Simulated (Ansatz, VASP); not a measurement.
**One calculation of BiAu, two programs**

File POSCAR:

```
BiAu
1.0
    0.0000000000      3.2174811343      3.2174811343
    3.2174811343      0.0000000000      3.2174811343
    3.2174811343      3.2174811343      0.0000000000
Au Bi
1 1
Direct
    0.0000000000      0.0000000000      0.0000000000
    0.2500000000      0.2500000000      0.2500000000
```

The input INCAR.step1:

```
  ALGO = Normal
  EDIFF = 1E-4
  ENCUT = 520
  GGA = PE
  ISMEAR = 0
  LASPH = T
  LCHARG = F
  LREAL = F
  LWAVE = T
  NBANDS = 20
  NELM = 80
  PREC = Accurate
  SIGMA = 0.05
```

File INCAR.step2:

```
  ALGO = Normal
  EDIFF = 1E-6
  ENCUT = 520
  ISIF = 2
  ISMEAR = 0
  ISTART = 1
  LASPH = T
  LCHARG = T
  LELF = T
  LMIXTAU = T
  LREAL = F
  LVHAR = T
  LWAVE = F
  METAGGA = R2SCAN
  NBANDS = 20
  NELM = 80
  PREC = Accurate
  SIGMA = 0.05
```

KPOINTS

```
k-points
0
Gamma
  10 10 10
```

Input for Ansatz:

```yaml
crystal:
  lattice:
    - [0.0, 3.2174811343, 3.2174811343]
    - [3.2174811343, 0.0, 3.2174811343]
    - [3.2174811343, 3.2174811343, 0.0]
  atoms:
    - { symbol: Au, position: [0.0, 0.0, 0.0] }
    - { symbol: Bi, position: [0.25, 0.25, 0.25] }
basis:
  ecutwfc: 500
  ecutrho_ratio: 4
kpoints:
  mp_grid: { grid: [10, 10, 10] }
hamiltonian:
  xc: r2scan
scf:
  occupations: { method: gaussian, width: 0.05 }
output:
  forces: true
  stress: true
  eigenvalues: true
```

Alike in both runs: task single point; functional r2SCAN; k mesh 10 × 10 × 10; occupations gaussian, width 0.05 eV; no spin polarisation.

|  | VASP | Ansatz |
| --- | --- | --- |
| version | VASP 6.6.1 | Ansatz 0.2.0 |
| potentials or method | VASP PAW PBE potentials, release 64 (Au, Bi_d), cutoff 520 eV | scalar-relativistic, plane waves, PAW |
| valence electrons in the cell | 26 | 34 |

```tsv
	VASP	Ansatz	Ansatz less VASP
gap on the k mesh at the Fermi level (eV)	none	none	-
pressure (GPa)	-1.5	-1.5	-0.02
```

VASP's potentials were made for PBE, not for r2SCAN. A gap of «none» marks a metal or a gap that the smearing closes. The functional is the same, so the differences come from potentials, cutoffs and numerics. VASP's potentials hold 26 valence electrons a cell and Ansatz's 34, so a difference there can come from the potentials and not from the codes.

Spin-orbit coupling is off throughout.
